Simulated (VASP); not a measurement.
The system is C.

```
C
1.0
     0.00000    1.78012    1.78012
     1.78012    0.00000    1.78012
     1.78012    1.78012    0.00000
C
2
Direct
  0.00000 0.00000 0.00000
  0.25000 0.25000 0.25000
```

Base run:

```yaml
Program: VASP 6.6.1
Functional: PBE0
Potentials_or_basis: VASP PAW PBE potentials, release 64 (C)
Cutoff: 520 eV
k_mesh: 8 × 8 × 8
Occupations: gaussian, width 0.01 eV
Spin: no spin polarisation
```

Its results: band gap on the k mesh 6.06 eV (least direct gap 7.73 eV); pressure -5.0 GPa.

Problem. The run is repeated on the same cell with these changes: functional from PBE0 to r2SCAN. What comes out?

Solution. Band gap on the k mesh 4.34 eV (least direct gap 5.85 eV); pressure 1.1 GPa.

Caveats: the PAW data sets were made with another functional, which shifts forces and pressure a little; the cell stands under tension (at least some runs).

A k mesh can miss the band edges.
